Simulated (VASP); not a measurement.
A run of VASP 6.6.1:

The input INCAR:

```
ALGO = Fast
EDIFF = 1E-6
ENCUT = 520
GGA = CA
ISIF = 2
ISMEAR = 0
LASPH = True
LCHARG = False
LREAL = False
LWAVE = False
NBANDS = 18
NELM = 80
PREC = Accurate
SIGMA = 0.15
```

Contents of KPOINTS:

```
k-points
0
Gamma
  16 16 16
```

The input POSCAR:

```
InPd
1.0
    3.3640986734      0.0000000000      0.0000000000
    0.0000000000      3.3640986734      0.0000000000
    0.0000000000      0.0000000000      3.0949707795
In Pd
1 1
Direct
    0.0000000000      0.0000000000      0.0000000000
    0.5000000000      0.5000000000      0.5000000000
```

Potentials or basis: VASP PAW LDA potentials, release 64 (In_d, Pd).

The run is started by

```console
$ cat potpaw_LDA.64/In_d/POTCAR potpaw_LDA.64/Pd/POTCAR > POTCAR
$ mpirun -np 1 vasp_std > vasp.out
```

Hardware: 1 thread of Intel(R) Xeon(R) 6975P-C (Granite Rapids), on a shared host.

Question: Estimate the wall time of this run.

Answer: Run time: 91 s on 1 thread of Intel(R) Xeon(R) 6975P-C (Granite Rapids), with other jobs on the host, peak memory 0.35 GiB. Counts: scf iterations 14, k points 405.
